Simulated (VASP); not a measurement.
Set up this calculation in VASP 6.6.1, as the native input.

```
Task                   : single point
Functional             : PBEsol
Potentials or basis    : VASP PAW PBE potentials, release 64 (Sb)
Cutoff                 : 520 eV
k mesh                 : 12 × 12 × 12
Occupations            : fermi-dirac, width 0.05 eV
Spin                   : no spin polarisation
Dipole correction      : no
Further INCAR settings : ALGO = Normal; EDIFF = 1e-07; NBANDS = 8
```

The structure of Sb lies in POSCAR:

```
Sb
1.0
   -0.0691500000      2.2704250000      2.2704250000
    2.2704250000     -0.0691500000      2.2704250000
    2.2704250000      2.2704250000     -0.0691500000
Sb
1
Direct
    0.0000000000      0.0000000000      0.0000000000
```

This cell differs from its parent crystal: equal xy, yz and zx shear strains of -3 %.

These files were run (other wordings do the same):

INCAR

```
  PREC = Accurate
  ENCUT = 520
  EDIFF = 1E-7
  ISMEAR = -1
  SIGMA = 0.05
  LREAL = False
  LASPH = True
  NELM = 80
  ALGO = Normal
  ISIF = 2
  LWAVE = False
  LCHARG = True
  GGA = PS
  LELF = True
  LVHAR = True
  NBANDS = 8
```

KPOINTS

```
regular mesh
0
Gamma
  12 12 12
```

Potentials or basis: VASP PAW PBE potentials, release 64 (Sb).

Command:

```bash
$ cat potpaw_PBE.64/Sb/POTCAR > POTCAR
$ mpirun -np 1 vasp_std > vasp.out
```

It gave:

| Item | Value |
| --- | --- |
| Pressure | 5.8 GPa |

Caveat: the cell differs from its parent crystal (equal xy, yz and zx shear strains of -3 %); the PAW data sets were made with another functional, which shifts forces and pressure a little.

It took 15 s on 1 thread of Intel Xeon 6975P-C (shared host), peak memory 0.16 GiB.
